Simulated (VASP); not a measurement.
A run of VASP 6.6.1 is set up as follows.

The input INCAR:

```
SYSTEM = Mo16H
ALGO     = Normal         ! electronic algorithm
EDIFF    = 1E-6           ! SCF threshold, eV
ENCUT    = 520            ! plane-wave cutoff, eV
GGA      = PE             ! functional
ISIF     = 2              ! what is computed and relaxed
ISMEAR   = 1              ! smearing method
LASPH    = .TRUE.         ! aspherical terms in the spheres
LCHARG   = .FALSE.        ! write CHGCAR
LREAL    = Auto         
LWAVE    = .FALSE.        ! write WAVECAR
NBANDS   = 126            ! bands
NELM     = 60             ! most SCF steps
PREC     = Accurate       ! precision mode
SIGMA    = 0.1            ! smearing width, eV
```

Contents of KPOINTS:

```
k-points
0
G
  3 3 3
  0 0 0
```

Contents of POSCAR:

```
Mo16H
1.0
    6.3226243300      0.0000000000      0.0000000000
    0.0000000000      6.3226243300      0.0000000000
    0.0000000000      0.0000000000      6.3226243300
Mo H
16 1
Direct
   -0.0004845941     -0.0004483478     -0.0001015458
    0.2567839669      0.2505038074      0.2399321870
   -0.0068943684     -0.0095348673      0.4998987828
    0.2566874326      0.2505055071      0.7600138161
   -0.0004982468      0.5014298364     -0.0001025034
    0.2503566122      0.7504931718      0.2490007621
   -0.0068825381      0.5104870776      0.4998960702
    0.2503172512      0.7504940531      0.7508663369
    0.5021232924     -0.0015415174     -0.0000879993
    0.7496058136      0.2505014290      0.2487388094
    0.5002340260     -0.0007398299      0.4999022036
    0.7495874794      0.2505027077      0.7512269856
    0.5021158561      0.5025026998     -0.0000868582
    0.7477364316      0.7504961083      0.2479547576
    0.5002453877      0.5017299803      0.4999024299
    0.7477233238      0.7504959690      0.7519987827
    0.1249584191      0.2504726087      0.4999185080
```

Potentials or basis: VASP PAW PBE potentials, release 64 (Mo_sv, H).

Launch:

```bash
$ cat potpaw_PBE.64/Mo_sv/POTCAR potpaw_PBE.64/H/POTCAR > POTCAR
$ mpirun -np 1 vasp_std > vasp.out
```

Estimate the pressure.

3.4 GPa.

Estimate the largest force.

0.011 eV/Å.

Estimate the band gap on the k mesh.

zero (an odd number of electrons rules out a gap without spin polarisation).

Stress tensor (GPa, compression positive):
```
3.35 0.00 0.00
0.00 3.47 0.00
0.00 0.00 3.48
```
